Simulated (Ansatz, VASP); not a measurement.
**Two plane-wave programs on ZnSe**

The input POSCAR:

```
ZnSe
1.0
    0.0000000000      2.8338000000      2.8338000000
    2.8338000000      0.0000000000      2.8338000000
    2.8338000000      2.8338000000      0.0000000000
Zn Se
1 1
Direct
    0.0000000000      0.0000000000      0.0000000000
    0.7500000000      0.7500000000      0.7500000000
```

The input INCAR.step1:

```
SYSTEM = ZnSe
PREC     = Accurate       ! precision mode
ENCUT    = 400            ! plane-wave cutoff, eV
EDIFF    = 1E-5           ! SCF threshold, eV
ISMEAR   = 0              ! smearing method
SIGMA    = 0.01           ! smearing width, eV
LREAL    = .False.        ! projectors in reciprocal space
LASPH    = .True.         ! aspherical terms in the spheres
NELM     = 120            ! most SCF steps
ALGO     = Normal         ! electronic algorithm
ISIF     = 2              ! what is computed and relaxed
LWAVE    = .True.         ! write WAVECAR
GGA      = PE             ! functional
NBANDS   = 16             ! bands
GGA_COMPAT= .False.
```

Contents of INCAR.step2:

```
SYSTEM = ZnSe
PREC     = Accurate       ! precision mode
ENCUT    = 400            ! plane-wave cutoff, eV
EDIFF    = 1E-6           ! SCF threshold, eV
ISMEAR   = 0              ! smearing method
SIGMA    = 0.01           ! smearing width, eV
LREAL    = .False.        ! projectors in reciprocal space
LASPH    = .True.         ! aspherical terms in the spheres
NELM     = 120            ! most SCF steps
ALGO     = Normal         ! electronic algorithm
ISIF     = 2              ! what is computed and relaxed
LWAVE    = .False.        ! write WAVECAR
LCHARG   = .True.         ! write CHGCAR
GGA      = PE             ! functional
LHFCALC  = .True.         ! exact exchange
HFSCREEN = 0.2079         ! screening, 1/A
PRECFOCK = Normal       
LELF     = .True.         ! ELF
LVHAR    = .True.       
ISTART   = 1            
NBANDS   = 16             ! bands
GGA_COMPAT= .False.
```

KPOINTS

```
regular mesh
0
Gamma
  4 4 4
  0 0 0
```

Input for Ansatz:

```yaml
crystal:
  lattice:
    bravais: fcc
    a: 5.6676
  space_group: 216
  atoms:
    - { symbol: Zn, position: [0.0, 0.0, 0.0] }
    - { symbol: Se, position: [0.25, 0.25, 0.75] }
  reduce_to_primitive: true
kpoints:
  mp_grid:
    grid: [4, 4, 4]
    shift: [0.0, 0.0, 0.0]
hamiltonian:
  xc: hse06
scf:
  occupations:
    method: fixed
output:
  eigenvalues: true
```

Alike in both runs: task single point; functional HSE06; k mesh 4 × 4 × 4; no spin polarisation.

|  | VASP | Ansatz |
| --- | --- | --- |
| version | VASP 6.6.1 | Ansatz 0.2.0 |
| potentials or method | VASP PAW PBE potentials, release 64 (Zn, Se) | plane waves, PAW |
| plane-wave cutoff (eV) | 400 | 420 |
| occupations | gaussian, width 0.01 eV | fixed |
| valence electrons in the cell | 18 | 28 |

Ansatz gave:

| Item | Value |
| --- | --- |
| gap on the k mesh at the Fermi level (eV) | 2.44 |

Task: What did VASP give for the same quantities?

Result: gap on the k mesh at the Fermi level (eV): 2.43.

VASP's potentials hold 18 valence electrons a cell and Ansatz's 28, so a difference there can come from the potentials and not from the codes.

The k mesh is coarse, so the values compare programs but aren't converged.
